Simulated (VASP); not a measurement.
# Ti3W: single point with PBE

Ti3W:

```xyz
4
Lattice="-1.8851 1.8851 4.2109 1.8851 -1.8851 4.2109 1.8851 1.8851 -4.2109" Properties=species:S:1:pos:R:3 pbc="T T T"
Ti    0.0000    0.0000    4.2109
Ti    1.8851    0.0000    2.1055
Ti    0.0000    1.8851    2.1055
W     0.0000    0.0000    0.0000
```

```yaml
Program: VASP 6.6.1
Task: single point
Functional: PBE
Potentials_or_basis: VASP PAW PBE potentials, release 64 (Ti_sv, W_sv)
Cutoff: 520 eV
k_mesh: 6 × 6 × 6
Occupations: gaussian, width 0.1 eV
Spin: no spin polarisation
Dipole_correction: no
Further_INCAR_settings: ALGO = Normal; EDIFF = 1e-06; NBANDS = 33
```

```yaml
Pressure: 19.7 GPa
Band_gap_on_the_k_mesh: zero (bands 25 and 26 overlap by 0.87 eV)
```

Stress tensor (GPa, compression positive):
```
17.60  0.00  0.00
 0.00 17.60  0.00
 0.00  0.00 23.97
```

Levels at points of the mesh, in eV from the Fermi level:
```
           k point  band 23  band 24  band 25  band 26  band 27  band 28
(0.00, 0.00, 0.00)    -1.21    -0.38    -0.38    -0.05     1.21     1.21
(0.50, 0.00, 0.00)    -1.12    -0.90    -0.50    -0.08     0.33     0.86
(0.50, 0.50, 0.00)    -0.90    -0.23    -0.19     0.18     0.88     1.12
(0.50, 0.50, 0.50)    -2.12    -1.04     0.08     0.57     2.62     2.62
```

It took 3.2 min on 1 thread of Intel Xeon 8259CL, on a shared host, peak memory 0.26 GiB.

Caveat: the cell stands under pressure; spin-orbit coupling is left out, which moves the levels of the heavy elements.
